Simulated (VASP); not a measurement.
Wanted: the native input for a VASP 6.6.1 run.

```yaml
Task: single point
Functional: PBE
Potentials_or_basis: VASP PAW PBE potentials, release 64 (Te, Ti_sv)
Cutoff: 520 eV
k_mesh: 8 × 8 × 4
Occupations: fermi-dirac, width 0.05 eV
Spin: no spin polarisation
Dipole_correction: no
Further_INCAR_settings: ALGO = Normal; EDIFF = 1e-07; NBANDS = 19
```

The structure of TiTe2 lies in POSCAR:

```
TiTe2
1.0
    3.7349503807      0.0000000000      0.0000000000
   -1.8674751904      3.2345619116      0.0000000000
    0.0000000000      0.0000000000      6.4516873324
Te Ti
2 1
Direct
    0.3333333333      0.6666666667      0.7332750715
    0.6666666667      0.3333333333      0.2667249285
    0.0000000000      0.0000000000      0.0000000000
```

One way to write it, as run:

INCAR

```
  ALGO = Normal
  EDIFF = 1E-7
  ENCUT = 520
  GGA = PE
  ISIF = 2
  ISMEAR = -1
  LASPH = T
  LCHARG = F
  LREAL = F
  LWAVE = F
  NBANDS = 19
  NELM = 80
  PREC = Accurate
  SIGMA = 0.05
```

KPOINTS

```
k-points
0
Gamma
  8 8 4
```

Potentials or basis: VASP PAW PBE potentials, release 64 (Te, Ti_sv).

Command:

```sh
$ cat potpaw_PBE.64/Te/POTCAR potpaw_PBE.64/Ti_sv/POTCAR > POTCAR
$ mpirun -np 1 vasp_std > vasp.out
```

Results of the run:

```yaml
Pressure: 2.0 GPa
Largest_force: 0.019 eV/Å
Band_gap_on_the_k_mesh: zero (band 12 reaches 7.61 eV, above the bottom of band 13 at 6.86 eV)
```

Caveat: spin-orbit coupling is left out, which moves the levels of the heavy elements; this functional lacks dispersion, which binds the layers, so the pressure and a relaxed spacing across them are unreliable.

It took 44 s on 1 thread of Intel(R) Xeon(R) Platinum 8488C (Sapphire Rapids) (shared host), peak memory 0.21 GiB.
